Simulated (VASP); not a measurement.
Here is a VASP 6.6.1 calculation.

The input INCAR:

```
SYSTEM = SrTiO3
PREC = Accurate
ENCUT = 520
EDIFF = 1E-7
ISMEAR = 0
SIGMA = 0.02
LREAL = .FALSE.
LASPH = .TRUE.
NELM = 60
ALGO = Normal
ISIF = 2
LWAVE = .FALSE.
LCHARG = .TRUE.
GGA = PE
LELF = .TRUE.
LVHAR = .TRUE.
NBANDS = 28
```

Contents of KPOINTS:

```
Automatic mesh
0
G
  8 8 8
  0 0 0
```

The input POSCAR:

```
SrTiO3
1.0
    3.9364226293      0.0000000000      0.0000000000
    0.0000000000      3.9364226293      0.0000000000
    0.0000000000      0.0000000000      3.9364226293
Sr Ti O
1 1 3
Direct
    0.0000000000      0.0000000000      0.0000000000
    0.5000000000      0.5000000000      0.5000000000
    0.5000000000      0.0000000000      0.5000000000
    0.5000000000      0.5000000000      0.0000000000
    0.0000000000      0.5000000000      0.5000000000
```

Potentials or basis: VASP PAW PBE potentials, release 64 (Sr_sv, Ti_sv, O).

The run is started by

```console
$ cat potpaw_PBE.64/Sr_sv/POTCAR potpaw_PBE.64/Ti_sv/POTCAR potpaw_PBE.64/O/POTCAR > POTCAR
$ mpirun -np 1 vasp_std > vasp.out
```

Q: Estimate the pressure.

A: 0.6 GPa.

Q: Predict the band gap on the k mesh.

A: 1.81 eV (least direct gap 2.18 eV).

A k mesh can miss the band edges.
